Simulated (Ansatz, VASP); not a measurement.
# Two plane-wave programs on AlGa3Sb4

```
Al Ga Sb
1.0
     6.19920    0.00000    0.00000
     0.00000    6.19920    0.00000
     0.00000    0.00000    6.19920
Al Ga Sb
1 3 4
Direct
  0.00000 0.00000 0.00000
  0.50000 0.50000 0.00000
  0.50000 0.00000 0.50000
  0.00000 0.50000 0.50000
  0.74994 0.74994 0.25006
  0.74994 0.25006 0.74994
  0.25006 0.74994 0.74994
  0.25006 0.25006 0.25006
```

Alike in both runs: functional PBE; k mesh 4 × 4 × 4; occupations gaussian, width 0.1 eV; no spin polarisation.

Ansatz relaxed the structure, and its values are those at the end. VASP's run is a single point on that final structure, the one shown.

|  | VASP | Ansatz |
| --- | --- | --- |
| version | VASP 6.6.1 | Ansatz 0.2.0 |
| potentials or method | VASP PAW PBE potentials, release 64 (Al, Ga_d, Sb), cutoff 520 eV | scalar-relativistic, plane waves, PAW |
| valence electrons in the cell | 62 | 102 |

|  | VASP | Ansatz | Ansatz less VASP |
| --- | --- | --- | --- |
| gap on the k mesh at the Fermi level (eV) | 0.11 | 0.11 | -0.001 |
| least direct gap on the mesh (eV) | 0.11 | 0.11 | -0.001 |
| pressure (GPa) | 0.5 | 0.4 | -0.09 |
| rms of the force components (eV/Å) | 0.007 | 0.003 | -0.0039 |

With one functional, cell and mesh, what is left measures potentials, basis and numerics. VASP's potentials hold 62 valence electrons a cell and Ansatz's 102, so a difference there can come from the potentials and not from the codes.

Spin-orbit coupling is off throughout.
